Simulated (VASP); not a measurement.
# GaMo in VASP: notebook, part 2 of 2

VASP 6.6.1. Earlier steps stand in the parts before.

## 3. Relaxation of cell and atoms, PBE

This run uses another cell than the first one, of 17.92 Å³/atom, 1.064 times its volume.

Input file INCAR:

```
  ALGO = Fast
  EDIFF = 1E-7
  EDIFFG = -0.08
  ENCUT = 600
  GGA = PE
  IBRION = 2
  ISIF = 3
  ISMEAR = 0
  LASPH = True
  LCHARG = False
  LREAL = False
  LWAVE = False
  NELM = 60
  NSW = 36
  PREC = Accurate
  SIGMA = 0.2
```

Input file KPOINTS:

```
k-points
0
Gamma
  6 6 6
```

Input file POSCAR:

```
GaMo
1.0
    0.0000000000      2.6166376800      2.6166376800
    2.6166376800      0.0000000000      2.6166376800
    2.6166376800      2.6166376800      0.0000000000
Ga Mo
1 1
Direct
    0.0000000000      0.0000000000      0.0000000000
    0.5000000000      0.5000000000      0.5000000000
```

Potentials or basis: VASP PAW PBE potentials, release 64 (Ga_d, Mo_sv).

Command:

```sh
> cat potpaw_PBE.64/Ga_d/POTCAR potpaw_PBE.64/Mo_sv/POTCAR > POTCAR
> mpirun -np 1 vasp_std > vasp.out
```

OUTCAR:

```text
EDIFF = 1E-7
   EDIFFG = -0.08
   ENCUT = 600
   GGA = PE
   IBRION = 2
   ISIF = 3
   ISMEAR = 0
   LASPH = True
   LREAL = False
   NELM = 60
   NSW = 36
   PREC = Accurate

 ion  position               nearest neighbor table
   1  0.000  0.000  0.000-   2 2.62   2 2.62   2 2.62   2 2.62   2 2.62   2 2.62
   2  0.500  0.500  0.500-   1 2.62   1 2.62   1 2.62   1 2.62   1 2.62   1 2.62

  LATTYP: Found a face centered cubic cell.
 ALAT       =     5.2332753600

  Lattice vectors:

 A1 = (   0.0000000000,   2.6166376800,   2.6166376800)
 A2 = (   2.6166376800,   0.0000000000,   2.6166376800)
 A3 = (   2.6166376800,   2.6166376800,   0.0000000000)

Analysis of symmetry for initial positions (statically):
=====================================================================
 Subroutine PRICEL returns:
 Original cell was already a primitive cell.

 Routine SETGRP: Setting up the symmetry group for a
 face centered cubic supercell.

 Subroutine GETGRP returns: Found 48 space group operations
 (whereof 48 operations were pure point group operations)
 out of a pool of 48 trial point group operations.

The static configuration has the point symmetry O_h .

Analysis of symmetry for dynamics (positions and initial velocities):
=====================================================================
 Subroutine PRICEL returns:
 Original cell was already a primitive cell.

 Routine SETGRP: Setting up the symmetry group for a
 face centered cubic supercell.

 Subroutine GETGRP returns: Found 48 space group operations
 (whereof 48 operations were pure point group operations)
 out of a pool of 48 trial point group operations.

The dynamic configuration has the point symmetry O_h .

 Subroutine INISYM returns: Found 48 space group operations
 (whereof 48 operations are pure point group operations),
 and found     1 'primitive' translations

----------------------------------------------------------------------------------------

                                     Primitive cell

  volume of cell :      35.8312

  direct lattice vectors                    reciprocal lattice vectors
     0.000000000  2.616637680  2.616637680    -0.191084919  0.191084919  0.191084919
     2.616637680  0.000000000  2.616637680     0.191084919 -0.191084919  0.191084919
     2.616637680  2.616637680  0.000000000     0.191084919  0.191084919 -0.191084919

  length of vectors
     3.700484495  3.700484495  3.700484495     0.330968789  0.330968789  0.330968789

  position of ions in fractional coordinates (direct lattice)
     0.000000000  0.000000000  0.000000000
     0.500000000  0.500000000  0.500000000

  ion indices of the primitive-cell ions
   primitive index   ion index
                 1           1
                 2           2

----------------------------------------------------------------------------------------

 KPOINTS: k-points

Automatic generation of k-mesh.
 Grid dimensions read from file:
 generate k-points for:    6    6    6

 Generating k-lattice:

  Cartesian coordinates                     Fractional coordinates (reciprocal lattice)
    -0.031847487  0.031847487  0.031847487     0.166666667  0.000000000  0.000000000
     0.031847487 -0.031847487  0.031847487     0.000000000  0.166666667  0.000000000
     0.031847487  0.031847487 -0.031847487     0.000000000  0.000000000  0.166666667

  Length of vectors
     0.055161465  0.055161465  0.055161465

  Shift w.r.t. Gamma in fractional coordinates (k-lattice)
     0.000000000  0.000000000  0.000000000

 Subroutine IBZKPT returns following result:
 ===========================================

 Found     16 irreducible k-points:

 Following reciprocal coordinates:
            Coordinates               Weight
  0.000000  0.000000  0.000000      1.000000
  0.166667  0.000000  0.000000      8.000000
  0.333333  0.000000  0.000000      8.000000
  0.500000  0.000000  0.000000      4.000000
  0.166667  0.166667  0.000000      6.000000
  0.333333  0.166667  0.000000     24.000000
[... 8 lines left out ...]
 -0.333333  0.333333  0.166667     24.000000
 -0.333333  0.500000  0.166667     12.000000
   k-points           NKPTS =     16   k-points in BZ     NKDIM =     16   number of bands    NBANDS=     17
   number of dos      NEDOS =    301   number of ions     NIONS =      2
   total plane-waves  NPLWV =  27000
   dimension x,y,z NGX =    30 NGY =   30 NGZ =   30
   dimension x,y,z NGXF=    60 NGYF=   60 NGZF=   60
   ions per type =               1   1
   NGX,Y,Z   is equivalent  to a cutoff of  13.48, 13.48, 13.48 a.u.
   NGXF,Y,Z  is equivalent  to a cutoff of  26.96, 26.96, 26.96 a.u.
 SYSTEM =  unknown system
   PREC   = accura    normal or accurate (medium, high low for compatibility)
   ISTART =      0    job   : 0-new  1-cont  2-samecut
   ICHARG =      2    charge: 1-file 2-atom 10-const
   ISPIN  =      1    spin polarized calculation?
   LNONCOLLINEAR =      F non collinear calculations
   LSORBIT =      F    spin-orbit coupling
   LASPH  =      T    aspherical Exc in radial PAW
   ENCUT  =  600.0 eV  44.10 Ry    6.64 a.u.   7.39  7.39  7.39*2*pi/ulx,y,z
   NELM   =     60;   NELMIN=  2; NELMDL= -5     # of ELM steps
   EDIFF  = 0.1E-06   stopping-criterion for ELM
   LREAL  =      F    real-space projection
   EDIFFG = -.8E-01   stopping-criterion for IOM
   NSW    =     36    number of steps for IOM
   IBRION =      2    ionic relax: 0-MD 1-quasi-New 2-CG
   NFREE  =      1    steps in history (QN), initial steepest desc. (CG)
   ISIF   =      3    stress and relaxation
   ISYM   =      2    0-nonsym 1-usesym 2-fastsym
   POTIM  = 0.5000    time-step for ionic-motion
   TEBEG  =    0.0;   TEEND  =   0.0 temperature during run
   PSTRESS=    0.0 pullay stress
   NELECT =      27.0000    total number of electrons
   NUPDOWN=      -1.0000    fix difference up-down
   EMIN   =  10.00;   EMAX   =-10.00  energy-range for DOS
   EFERMI =   0.00;   METHOD = LEGACY
   ISMEAR =     0;   SIGMA  =   0.20  broadening in eV -4-tet -1-fermi 0-gaus
   EFERMI_NEDOS =   21; number of points for ismear=-14 and -15
   IALGO  =     68    algorithm
   IMIX   =      4    mixing-type and parameters
     AMIX     =   0.40;   BMIX     =  1.00
     AMIX_MAG =   1.60;   BMIX_MAG =  1.00
  volume/ion in A,a.u.               =      17.92       120.90
  Fermi-wavevector in a.u.,A,eV,Ry     =   1.489735  2.815192 30.195570  2.219312
  Thomas-Fermi vector in A             =   2.602606
   LORBIT       =      0    0 simple, 1 ext, 2 COOP (PROOUT), +10 PAW based schemes
   GGA     = PE    functional components
   LHFCALC =     F    Hartree Fock is set to
   AEXX    =    0.0000 exact exchange contribution
   IVDW    =     0    specifies the selected vdW correction
   LEPSILON=     F    determine dielectric tensor
   LRPA    =     F    only Hartree local field effects (RPA)
 conjugate gradient relaxation of ions
 non-spin polarized calculation
 RMM-DIIS sequential band-by-band and
 Gauss-broadening in eV      SIGMA  =   0.20
  energy-cutoff  :      600.00
  volume of cell :       35.83
 maximum number of plane-waves:      1243
 NGX is ok and might be reduce to    30
   NGX = 15   NGY = 15   NGZ = 15

--------------------------------------- Ionic step        1  -------------------------------------------

 number of electron      27.0000000 magnetization

 Free energy of the ion-electron system (eV)
  ---------------------------------------------------
  ext. energy  EPLUGINS =         0.00000000
  ---------------------------------------------------
  free energy    TOTEN  =       -12.80644735 eV

  energy without entropy =      -12.75821421  energy(sigma->0) =      -12.78233078

------------------------ aborting loop because EDIFF is reached ----------------------------------------

  FORCE on cell =-STRESS in cart. coord.  units (eV):
  Direction    XX          YY          ZZ          XY          YZ          ZX
  --------------------------------------------------------------------------------------
  -------------------------------------------------------------------------------------
  Total       -1.7285618     -1.7285618     -1.7285618      0.0000000     -0.0000000      0.0000000
  in kB      -77.2920338    -77.2920338    -77.2920338      0.0000000     -0.0000000      0.0000000
  external PRESSURE =     -77.2920338 kB  Pullay stress =       0.0000000 kB
[... 57 lines left out ...]
  energy  without entropy=      -12.7446196313  energy(sigma->0) =      -12.76487989

--------------------------------------- Ionic step        3  -------------------------------------------

 number of electron      26.9999998 magnetization

 Free energy of the ion-electron system (eV)
  ---------------------------------------------------
  ext. energy  EPLUGINS =         0.00000000
  ---------------------------------------------------
  free energy    TOTEN  =       -12.85994052 eV

  energy without entropy =      -12.81531436  energy(sigma->0) =      -12.83762744

 E-fermi :   8.7601     XC(G=0): -12.1969

 val. band max:        8.7046791645   @ k =   0.5000   0.3333   0.1667
 cond. band min:       8.7689936388   @ k =  -0.3333   0.1667   0.0000
 fundamental gap:      0.0643144742
 Fermi energy:         8.7600636353

 k-point     1 :       0.0000    0.0000    0.0000
  band No.  band energies     occupation
      1     -52.3430      2.00000
      2     -26.4081      2.00000
      3     -26.4081      2.00000
      4     -26.4081      2.00000
      5      -5.9515      2.00000
      6      -5.9515      2.00000
[... 9 lines left out ...]
     16      13.8846      0.00000
     17      13.8846      0.00000
[... 327 lines left out ...]
  FREE ENERGIE OF THE ION-ELECTRON SYSTEM (eV)
  ---------------------------------------------------
  free  energy   TOTEN  =       -12.8599405211 eV

  energy  without entropy=      -12.8153143599  energy(sigma->0) =      -12.83762744

 reached required accuracy - stopping structural energy minimisation
```

It took 40 s on 1 thread of AMD EPYC 9R45 (Zen 5), shared host; peak memory 0.15 GiB.

What came out:

```
Free energy                            : -12.8599 eV
Relaxed volume                         : 16.88 Å³/atom
Relaxed cell                           : a = 3.628 Å, b = 3.628 Å, c = 3.628 Å, α = 60.00°, β = 60.00°, γ = 60.00°
Space group after relaxing (to 0.05 Å) : Fm-3m (No. 225)
Energy gained by relaxing              : 26.7 meV/atom
Ionic steps                            : 3
Pressure after relaxing                : -0.1 GPa
```

Step by step:
```csv
step,energy change (eV),largest force (eV/Å),pressure (GPa),volume (Å³)
1,0.0000,0.0000,-7.73,35.83
2,0.0213,0.0000,11.60,31.53
3,-0.0535,0.0000,-0.10,33.76
```

Final structure:
```yaml
crystal:
  lattice:
    - [0.00000, 2.56529, 2.56529]
    - [2.56529, 0.00000, 2.56529]
    - [2.56529, 2.56529, 0.00000]
  atoms:
    - { symbol: Ga, position: [0.00000, 0.00000, 0.00000] }
    - { symbol: Mo, position: [0.50000, 0.50000, 0.50000] }
```

## 4. Relaxation of cell and atoms, PBE

This run uses another cell than the first one, of 15.85 Å³/atom, 0.941 times its volume.

Input file INCAR:

```
  PREC = Accurate
  ENCUT = 600
  EDIFF = 1E-6
  ISMEAR = 0
  SIGMA = 0.2
  LREAL = F
  LASPH = T
  NELM = 60
  ALGO = Normal
  ISIF = 3
  LWAVE = F
  LCHARG = F
  GGA = PE
  IBRION = 2
  NSW = 36
  EDIFFG = -0.08
```

Input file KPOINTS:

```
regular mesh
0
Gamma
  7 7 7
```

Input file POSCAR:

```
GaMo
1.0
    0.0000000000      2.5120478500      2.5120478500
    2.5120478500      0.0000000000      2.5120478500
    2.5120478500      2.5120478500      0.0000000000
Ga Mo
1 1
Direct
    0.5000000000      0.5000000000      0.5000000000
    0.0000000000      0.0000000000      0.0000000000
```

Command:

```sh
> cat potpaw_PBE.64/Ga_d/POTCAR potpaw_PBE.64/Mo_sv/POTCAR > POTCAR
> mpirun -np 1 vasp_std > vasp.out
```

It took 21 s on 1 thread of AMD EPYC 9R45 (Zen 5), shared host; peak memory 0.14 GiB.

The run converged. Its results:

- Free energy: -12.8590 eV
- Relaxed volume: 16.90 Å³/atom
- Relaxed cell: a = 3.629 Å, b = 3.629 Å, c = 3.629 Å, α = 60.00°, β = 60.00°, γ = 60.00°
- Space group after relaxing (to 0.05 Å): Fm-3m (No. 225)
- Energy gained by relaxing: 32.2 meV/atom
- Ionic steps: 3
- Pressure after relaxing: -0.2 GPa

The path:
```
step  energy change (eV)  largest force (eV/Å)  pressure (GPa)  volume (Å³)
   1              0.0000                0.0000           10.73        31.70
   2              0.0451                0.0000          -10.51        36.83
   3             -0.0643                0.0000           -0.22        33.80
```

Final structure:
```
Ga Mo
1.0
     0.00000    2.56614    2.56614
     2.56614    0.00000    2.56614
     2.56614    2.56614    0.00000
Ga Mo
1 1
Cartesian
  2.5661 2.5661 2.5661
  0.0000 0.0000 0.0000
```

Levels at points of the mesh, in eV from the Fermi level:
| k point | band 9 | band 10 | band 11 | band 12 | band 13 | band 14 | band 15 | band 16 | band 17 |
| --- | --- | --- | --- | --- | --- | --- | --- | --- | --- |
| (0.00, 0.00, 0.00) | -14.57 | -9.74 | -1.14 | -1.14 | -1.14 | -0.37 | -0.37 | 5.14 | 5.14 |

## 5. The runs side by side

```csv
task,cell,k mesh,cutoff (eV),gap on the mesh (eV),pressure (GPa),relaxed volume (Å³/atom)
single point,"a = 3.625 Å, angles 120.0, 120.0, 90.0°, 2 atoms",7 × 7 × 7,520,none,0.4,-
relaxation of cell and atoms,"relaxed from a = 3.700 Å, angles 60.0°, 2 atoms",6 × 6 × 6,600,none,-0.1,16.88
relaxation of cell and atoms,"relaxed from a = 3.553 Å, angles 60.0°, 2 atoms",7 × 7 × 7,600,none,-0.2,16.90
```

Alike in all rows: level PBE; potentials or basis VASP PAW PBE potentials, release 64 (Ga_d, Mo_sv); no spin polarisation; smearing gaussian 0.2 eV.

Absolute energies hang on the potentials; compare differences alone.
